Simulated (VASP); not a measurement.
A run of VASP 6.6.1 is set up as follows.

The input INCAR:

```
PREC = Accurate
ENCUT = 520
EDIFF = 1E-7
ISMEAR = 0
SIGMA = 0.15
LREAL = False
LASPH = True
NELM = 100
ALGO = Normal
ISIF = 2
LWAVE = False
LCHARG = True
GGA = PE
LELF = True
LVHAR = True
NBANDS = 16
```

The input KPOINTS:

```
Automatic mesh
0
Gamma
  18 18 18
```

The input POSCAR:

```
HgTe
1.0
    0.0000000000      3.1287547890      3.7545057468
    3.1287547890      0.0000000000      3.7545057468
    3.1287547890      3.1287547890      0.0000000000
Hg Te
1 1
Direct
    0.0000000000      0.0000000000      0.0000000000
    0.7500000000      0.7500000000      0.7500000000
```

Potentials or basis: VASP PAW PBE potentials, release 64 (Hg, Te).

The run is started by

```console
$ cat potpaw_PBE.64/Hg/POTCAR potpaw_PBE.64/Te/POTCAR > POTCAR
$ mpirun -np 1 vasp_std > vasp.out
```

(1) Estimate the band gap on the k mesh.

(2) What does it give for the pressure?

## Answers

(1) zero (bands 9 and 10 overlap by 0.07 eV).

(2) -0.3 GPa.

Caveat: semilocal functionals underestimate gaps, so a narrow gap can read as zero; spin-orbit coupling is left out, which moves the levels of the heavy elements.
